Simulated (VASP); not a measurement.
# ZrO2 (Fm-3m) in VASP: further runs, part 2 of 2

VASP 6.6.1. The steps go on from the part before.

## 4. Relaxation of cell and atoms, LDA, target pressure 3 GPa, at which the enthalpy is minimised

This run uses another cell than the first one, of 10.58 Å³/atom.

Contents of INCAR:

```
SYSTEM = ZrO2
PREC = Accurate ; ENCUT = 600
EDIFF = 1E-7 ; ISMEAR = 0
SIGMA = 0.01 ; LREAL = .FALSE.
LASPH = .TRUE. ; NELM = 120
ALGO = Normal ; ISIF = 3
LWAVE = .FALSE. ; LCHARG = .FALSE.
IBRION = 2 ; NSW = 80
EDIFFG = -0.001 ; PSTRESS = 30.0
GGA_COMPAT = .FALSE. ; NELMIN = 4
```

Contents of KPOINTS:

```
Automatic mesh
0
G
  8 8 8
  0 0 0
```

Contents of POSCAR:

```
ZrO2
1.0
    0.0000000000      2.5131137022      2.5131137022
    2.5131137022      0.0000000000      2.5131137022
    2.5131137022      2.5131137022      0.0000000000
Zr O
1 2
Direct
    0.0000000000      0.0000000000      0.0000000000
    0.2500000000      0.2500000000      0.2500000000
    0.7500000000      0.7500000000      0.7500000000
```

Potentials or basis: VASP PAW LDA potentials, release 64 (Zr_sv, O).

Launch:

```sh
> cat potpaw_LDA.64/Zr_sv/POTCAR potpaw_LDA.64/O/POTCAR > POTCAR
> mpirun -np 1 vasp_std > vasp.out
```

OUTCAR:

```text
SYSTEM = ZrO2
   PREC = Accurate
   ENCUT = 600
   EDIFF = 1E-7
   ISMEAR = 0
   LREAL = .FALSE.
   LASPH = .TRUE.
   NELM = 120
   ISIF = 3
   IBRION = 2
   NSW = 80
   EDIFFG = -0.001
   PSTRESS = 30.0
   NELMIN = 4

 ion  position               nearest neighbor table
   1  0.000  0.000  0.000-   3 2.18   3 2.18   3 2.18   2 2.18   3 2.18   2 2.18   2 2.18   2 2.18

   2  0.250  0.250  0.250-   1 2.18   1 2.18   1 2.18   1 2.18
   3  0.750  0.750  0.750-   1 2.18   1 2.18   1 2.18   1 2.18

  LATTYP: Found a face centered cubic cell.
 ALAT       =     5.0262274044

  Lattice vectors:

 A1 = (   0.0000000000,   2.5131137022,   2.5131137022)
 A2 = (   2.5131137022,   0.0000000000,   2.5131137022)
 A3 = (   2.5131137022,   2.5131137022,   0.0000000000)

Analysis of symmetry for initial positions (statically):
=====================================================================
 Subroutine PRICEL returns:
 Original cell was already a primitive cell.

 Routine SETGRP: Setting up the symmetry group for a
 face centered cubic supercell.

 Subroutine GETGRP returns: Found 48 space group operations
 (whereof 48 operations were pure point group operations)
[... 168 lines left out ...]

------------------------ aborting loop because EDIFF is reached ----------------------------------------

  FORCE on cell =-STRESS in cart. coord.  units (eV):
  Direction    XX          YY          ZZ          XY          YZ          ZX
  --------------------------------------------------------------------------------------
  -------------------------------------------------------------------------------------
  Total        0.1150079      0.1150079      0.1150079     -0.0000000      0.0000000      0.0000000
  in kB        5.8045937      5.8045937      5.8045937     -0.0000000      0.0000000      0.0000000
  external PRESSURE =     -24.1954063 kB  Pullay stress =      30.0000000 kB
[... 143 lines left out ...]
--------------------------------------- Ionic step        5  -------------------------------------------

 number of electron      23.9999998 magnetization

 Free energy of the ion-electron system (eV)
  ---------------------------------------------------
  ext. energy  EPLUGINS =         0.00000000
  ---------------------------------------------------
  free energy    TOTEN  =       -31.36921068 eV

  energy without entropy =      -31.36921068  energy(sigma->0) =      -31.36921068

 E-fermi :   7.5656     XC(G=0): -12.5217

 val. band max:        7.4805364463   @ k =   0.5000   0.5000   0.0000
 cond. band min:      10.8328793159   @ k =   0.0000   0.0000   0.0000
 fundamental gap:      3.3523428696
 Fermi energy:         7.5656134549

 k-point     1 :       0.0000    0.0000    0.0000
  band No.  band energies     occupation
      1     -40.0450      2.00000
      2     -18.0365      2.00000
      3     -18.0365      2.00000
      4     -18.0365      2.00000
      5     -10.6695      2.00000
      6      -7.8243      2.00000
[... 433 lines left out ...]
      3     -18.3871      2.00000
      4     -18.1759      2.00000
      5      -9.1600      2.00000
      6      -8.4062      2.00000
[... 8 lines left out ...]
     15      14.0696      0.00000
     16      15.2275      0.00000

 [... further k-points ...]
[... 5 lines left out ...]
  --------------------------------------------------------------------------------------
  -------------------------------------------------------------------------------------
  Total        0.5867400      0.5867400      0.5867400      0.0000000      0.0000000      0.0000000
  in kB       29.8687817     29.8687817     29.8687817      0.0000000      0.0000000      0.0000000
  external PRESSURE =      -0.1312183 kB  Pullay stress =      30.0000000 kB
[... 22 lines left out ...]
  energy  without entropy=      -31.3692106787  energy(sigma->0) =      -31.36921068

  enthalpy is  TOTEN    =       -30.7798930131 eV   P V=        0.5893176656

 reached required accuracy - stopping structural energy minimisation
```

OSZICAR:

```text
N       E                     dE             d eps       ncg     rms          rms(c)
DAV:   1     0.210107069191E+03    0.21011E+03   -0.15947E+04   928   0.173E+03
DAV:   2    -0.285311833379E+02   -0.23864E+03   -0.23388E+03  1184   0.406E+02
[... 40 lines left out ...]
   4 F= -.30779893E+02 E0= -.30779893E+02  d E =-.206549E-02
       N       E                     dE             d eps       ncg     rms          rms(c)
DAV:   1    -0.313692173759E+02   -0.13132E-03   -0.21631E-04  1096   0.158E-01    0.309E-02
DAV:   2    -0.313692118352E+02    0.55407E-05   -0.20334E-05  1136   0.404E-02    0.119E-02
DAV:   3    -0.313692106692E+02    0.11660E-05   -0.45017E-06  1464   0.188E-02    0.218E-03
DAV:   4    -0.313692106787E+02   -0.94806E-08   -0.41388E-07  1064   0.500E-03
   5 F= -.30779893E+02 E0= -.30779893E+02  d E =-.324199E-06
```

CONTCAR:

```text
ZrO2
   1.00000000000000
    -0.0000000000000000    2.5059338194286691    2.5059338194286691
     2.5059338194286691    0.0000000000000000    2.5059338194286691
     2.5059338194286691    2.5059338194286691    0.0000000000000000
  Zr              O
     1     2
Direct
     0.0000000000000000    0.0000000000000000    0.0000000000000000
     0.2500000000000000    0.2500000000000000    0.2500000000000000
     0.7500000000000000    0.7500000000000000    0.7500000000000000

  0.00000000E+00  0.00000000E+00  0.00000000E+00
  0.00000000E+00  0.00000000E+00  0.00000000E+00
  0.00000000E+00  0.00000000E+00  0.00000000E+00
```

Wall time 32 s (1 thread of AMD EPYC 9R45 (Zen 5), shared host); peak memory 0.12 GiB.

Results:

```
Free energy                                                : -31.3692 eV
Relaxed volume                                             : 10.49 Å³/atom
Relaxed cell                                               : a = 3.544 Å, b = 3.544 Å, c = 3.544 Å, α = 60.00°, β = 60.00°, γ = 60.00°
Space group after relaxing (to 0.1 Å)                      : Fm-3m (No. 225)
Energy change on relaxing (the run minimises the enthalpy) : +1.0 meV/atom
Ionic steps                                                : 5
Pressure after relaxing                                    : 3.0 GPa
Band gap on the k mesh                                     : 3.35 eV (least direct gap 3.82 eV)
```

Step by step:
```tsv
step	energy change (eV)	largest force (eV/Å)	pressure (GPa)	volume (Å³)
1	0.0000	0.0000	0.58	31.74
2	0.0175	0.0000	7.24	31.02
3	0.0030	0.0000	2.98	31.47
4	0.0031	0.0000	3.03	31.47
5	0.0030	0.0000	2.99	31.47
```

Final structure:
```
CELL_PARAMETERS angstrom
0.00000 2.50593 2.50593
2.50593 0.00000 2.50593
2.50593 2.50593 0.00000
ATOMIC_POSITIONS crystal
Zr 0.00000 0.00000 0.00000
O 0.25000 0.25000 0.25000
O 0.75000 0.75000 0.75000
```

Levels at points of the mesh, in eV from the valence-band top:
```csv
k point,band 8,band 9,band 10,band 11,band 12,band 13,band 14,band 15,band 16
"(0.00, 0.00, 0.00)",-5.56,-5.56,-0.56,-0.56,-0.56,3.35,3.35,6.73,9.96
"(0.50, 0.00, 0.00)",-4.51,-2.65,-2.54,-1.69,-1.69,4.07,4.07,6.55,8.89
"(0.50, 0.50, 0.00)",-3.25,-3.25,-1.59,-1.59,0.00,3.82,4.90,6.29,7.69
```

Caveat: the cell is relaxed towards a set pressure, so the run minimises the enthalpy, not the energy. Zero-point motion and thermal expansion aren't in these numbers.

## 5. Summary

| cell | gap on the mesh (eV) | pressure (GPa) |
| --- | --- | --- |
| relaxed to 15 GPa from a = 3.521 Å, angles 60.0°, 3 atoms | 3.45 | 15.0 |
| relaxed to 8 GPa from a = 3.541 Å, angles 60.0°, 3 atoms | 3.40 | 8.0 |
| relaxed to 3 GPa from a = 3.554 Å, angles 60.0°, 3 atoms | 3.35 | 3.0 |

Alike in all rows: task relaxation of cell and atoms; level LDA; potentials or basis VASP PAW LDA potentials, release 64 (Zr_sv, O); no spin polarisation; k mesh 8 × 8 × 8; cutoff (eV) 600; smearing gaussian 0.01 eV.

Caveats: the cell is relaxed towards a set pressure, so the run minimises the enthalpy, not the energy.

Total energies depend on the potentials used, so only differences within one code and one set of settings carry meaning.
